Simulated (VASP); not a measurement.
Set up this calculation in VASP 6.6.1, as the native input.

| Property | Result |
| --- | --- |
| Task | single point |
| Functional | PBE |
| Potentials or basis | VASP PAW PBE potentials, release 64 (Cu, I) |
| Cutoff | 520 eV |
| k mesh | 8 × 8 × 8 |
| Occupations | gaussian, width 0.05 eV |
| Spin | no spin polarisation |
| Dipole correction | no |
| Further INCAR settings | ALGO = Normal; EDIFF = 1e-07; NBANDS = 16 |

The structure of CuI lies in POSCAR:

```
CuI
1.0
    0.0000000000      3.2287144887      3.1015509017
    3.1015509017      0.0000000000      3.1015509017
    3.1015509017      3.2287144887      0.0000000000
Cu I
1 1
Direct
    0.7500000000      0.7500000000      0.7500000000
    0.0000000000      0.0000000000      0.0000000000
```

This cell differs from its parent crystal: volume 31.059 Å^3 an atom, c/a of the conventional cell 1.0410.

These files were run (other wordings do the same):

INCAR

```
SYSTEM = CuI
  ALGO = Normal
  EDIFF = 1E-7
  ENCUT = 520
  GGA = PE
  ISIF = 2
  ISMEAR = 0
  LASPH = .TRUE.
  LCHARG = .FALSE.
  LREAL = .FALSE.
  LWAVE = .FALSE.
  NBANDS = 16
  NELM = 100
  PREC = Accurate
  SIGMA = 0.05
```

KPOINTS

```
k-points
0
G
  8 8 8
  0 0 0
```

Potentials or basis: VASP PAW PBE potentials, release 64 (Cu, I).

The run is started by

```bash
$ cat potpaw_PBE.64/Cu/POTCAR potpaw_PBE.64/I/POTCAR > POTCAR
$ mpirun -np 1 vasp_std > vasp.out
```

It gave:

The pressure is -3.0 GPa and the band gap on the k mesh is 0.86 eV, direct.

Caveat: spin-orbit coupling is left out, which moves the levels of the heavy elements.

Wall time 23 s on 1 thread of Intel(R) Xeon(R) 6975P-C (Granite Rapids), on a shared host, peak memory 0.23 GiB.
